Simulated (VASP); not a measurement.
Wanted: the native input for a VASP 6.6.1 run.

* Task: single point
* Functional: r2SCAN
* Potentials or basis: VASP PAW PBE potentials, release 64 (In_d, Sb)
* Cutoff: 520 eV
* k mesh: 6 × 6 × 6
* Occupations: fermi-dirac, width 0.02 eV
* Spin: non-collinear spin, zero start, spin-orbit coupling
* Starting moments: [[0.0, 0.0, 0.0], [0.0, 0.0, 0.0]] μB
* Dipole correction: no
* Further INCAR settings: ALGO = Normal; EDIFF = 1e-06; NBANDS = 30

InSb:

```
CELL_PARAMETERS angstrom
0.00000 3.37790 3.37790
3.37790 0.00000 3.37790
3.37790 3.37790 0.00000
ATOMIC_POSITIONS crystal
In 0.00000 0.00000 0.00000
Sb 0.25000 0.25000 0.25000
```

This cell differs from its parent crystal: strain +3.0%.

The input as run:

POSCAR

```
InSb
1.0
    0.0000000000      3.3778984081      3.3778984081
    3.3778984081      0.0000000000      3.3778984081
    3.3778984081      3.3778984081      0.0000000000
In Sb
1 1
Direct
    0.0000000000      0.0000000000      0.0000000000
    0.2500000000      0.2500000000      0.2500000000
```

INCAR.step1

```
ALGO = Normal ; EDIFF = 1E-4
ENCUT = 520 ; GGA = PE
GGA_COMPAT = False ; ISMEAR = -1
LASPH = True ; LCHARG = False
LNONCOLLINEAR = True ; LREAL = False
LSORBIT = True ; LWAVE = True
MAGMOM = 0 0 0 0 0 0 ; NBANDS = 30
NELM = 150 ; PREC = Accurate
SIGMA = 0.02
```

INCAR.step2

```
ALGO = Normal ; EDIFF = 1E-6
ENCUT = 520 ; GGA_COMPAT = False
ISIF = 2 ; ISMEAR = -1
ISTART = 1 ; LASPH = True
LCHARG = False ; LMIXTAU = True
LNONCOLLINEAR = True ; LORBIT = 11
LORBMOM = True ; LREAL = False
LSORBIT = True ; LWAVE = False
MAGMOM = 0 0 0 0 0 0 ; METAGGA = R2SCAN
NBANDS = 30 ; NELM = 150
PREC = Accurate ; SIGMA = 0.02
```

KPOINTS

```
k-points
0
Gamma
  6 6 6
```

Potentials or basis: VASP PAW PBE potentials, release 64 (In_d, Sb).

The run is started by

```sh
$ cat potpaw_PBE.64/In_d/POTCAR potpaw_PBE.64/Sb/POTCAR > POTCAR
$ cp INCAR.step1 INCAR
$ mpirun -np 1 vasp_ncl > vasp.out
$ cp INCAR.step2 INCAR
$ mpirun -np 1 vasp_ncl > vasp.out
```

It gave:

| Item | Value |
| --- | --- |
| Pressure | -3.1 GPa |
| Net moment | 0.00 μB per cell |
| Valence electrons inside the program's atomic spheres | In 11.36; Sb 2.42 |

Caveat: the cell differs from its parent crystal (strain +3.0%); the cell stands under tension; the PAW data sets were made with another functional, which shifts forces and pressure a little.

Wall time 3.6 min on 1 thread of Intel(R) Xeon(R) 6975P-C (Granite Rapids) (shared host), peak memory 0.5 GiB.
